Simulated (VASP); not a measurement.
Wanted: the native input for a VASP 6.6.1 run.

| Quantity | Value |
| --- | --- |
| Task | relaxation of cell and atoms |
| Functional | PBE |
| Potentials or basis | VASP PAW PBE potentials, release 64 (Mg, Cd, S) |
| Cutoff | 600 eV |
| k mesh | 6 × 6 × 12 |
| Occupations | gaussian, width 0.1 eV |
| Spin | no spin polarisation |
| Dipole correction | no |
| Further INCAR settings | ALGO = Normal; EDIFF = 1e-07; IBRION = 2; EDIFFG = -0.01; NSW = 100; ISIF = 3 |

The structure of MgCd2S3 lies in POSCAR:

```
MgCd2S3
1.0
    7.1176875962      0.0000000000      0.0000000000
   -3.5588437981      6.1640982745      0.0000000000
    0.0000000000      0.0000000000      3.3992793850
Mg Cd S
1 2 3
Direct
    0.0000000000      0.0000000000      0.0000000000
    0.3333333333      0.6666666667      0.0000000000
    0.6666666667      0.3333333333      0.0000000000
    0.5000000000      0.0000000000      0.5000000000
    0.5000000000      0.5000000000      0.5000000000
    0.0000000000      0.5000000000      0.5000000000
```

The cell was built from a structure type or drawn by symmetry, and may not be a known phase.

One way to write it, as run:

INCAR

```
SYSTEM = MgCd2S3
  PREC = Accurate
  ENCUT = 600
  EDIFF = 1E-7
  ISMEAR = 0
  SIGMA = 0.1
  LREAL = .False.
  LASPH = .True.
  NELM = 60
  ALGO = Normal
  ISIF = 3
  LWAVE = .False.
  LCHARG = .False.
  GGA = PE
  IBRION = 2
  NSW = 100
  EDIFFG = -0.01
```

KPOINTS

```
Automatic mesh
0
Gamma
  6 6 12
  0 0 0
```

Potentials or basis: VASP PAW PBE potentials, release 64 (Mg, Cd, S).

Run with:

```console
$ cat potpaw_PBE.64/Mg/POTCAR potpaw_PBE.64/Cd/POTCAR potpaw_PBE.64/S/POTCAR > POTCAR
$ mpirun -np 1 vasp_std > vasp.out
```

It gave:

- Relaxed volume: 25.04 Å³/atom
- Relaxed cell: a = 7.134 Å, b = 7.134 Å, c = 3.409 Å, α = 90.00°, β = 90.00°, γ = 120.00°
- Space group after relaxing (to 0.1 Å): P6/mmm (No. 191)
- Energy gained by relaxing: 0.2 meV/atom
- Ionic steps: 3
- Pressure after relaxing: 0.0 GPa
- Band gap on the k mesh: zero (bands 22 and 23 overlap by 0.85 eV)

It took 6.6 min on 1 thread of Intel(R) Xeon(R) Platinum 8259CL CPU @ 2.50GHz (Skylake/Cascade Lake), with other jobs on the host, peak memory 0.47 GiB.
